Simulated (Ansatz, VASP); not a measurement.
Two plane-wave programs on KMgH3

```
K Mg H
1.0
     3.92437    0.00000    0.00000
     0.00000    3.92437    0.00000
     0.00000    0.00000    4.12563
K Mg H
1 1 3
Direct
  0.00000 0.00000 0.00000
  0.50000 0.50000 0.50000
  0.00000 0.50000 0.50000
  0.50000 0.00000 0.50000
  0.50000 0.50000 0.00000
```

Change from the starting cell: strain -0.025 along x and y, +0.025 along z, atoms carried along.

Alike in both runs: task single point; functional LDA; k mesh 8 × 8 × 8; occupations gaussian, width 0.05 eV; no spin polarisation.

|  | VASP | Ansatz |
| --- | --- | --- |
| version | VASP 6.6.1 | Ansatz 0.2.0 |
| potentials or method | VASP PAW LDA potentials, release 64 (K_sv, Mg, H), cutoff 520 eV | scalar-relativistic, plane waves, PAW |
| valence electrons in the cell | 14 | 22 |

|  | VASP | Ansatz | Ansatz less VASP |
| --- | --- | --- | --- |
| gap on the k mesh at the Fermi level (eV) | 2.13 | 2.13 | +0.001 |
| least direct gap on the mesh (eV) | 4.27 | 4.26 | -0.003 |
| pressure (GPa) | -2.3 | -2.0 | +0.25 |
| traceless stress, the component that is largest in VASP (GPa) | -1.65 | -1.64 | +0.009 |

LDA's correlation is that of Perdew and Zunger in VASP and of Perdew and Wang (1992) in Ansatz. VASP's potentials hold 14 valence electrons a cell and Ansatz's 22, so a difference there can come from the potentials and not from the codes.
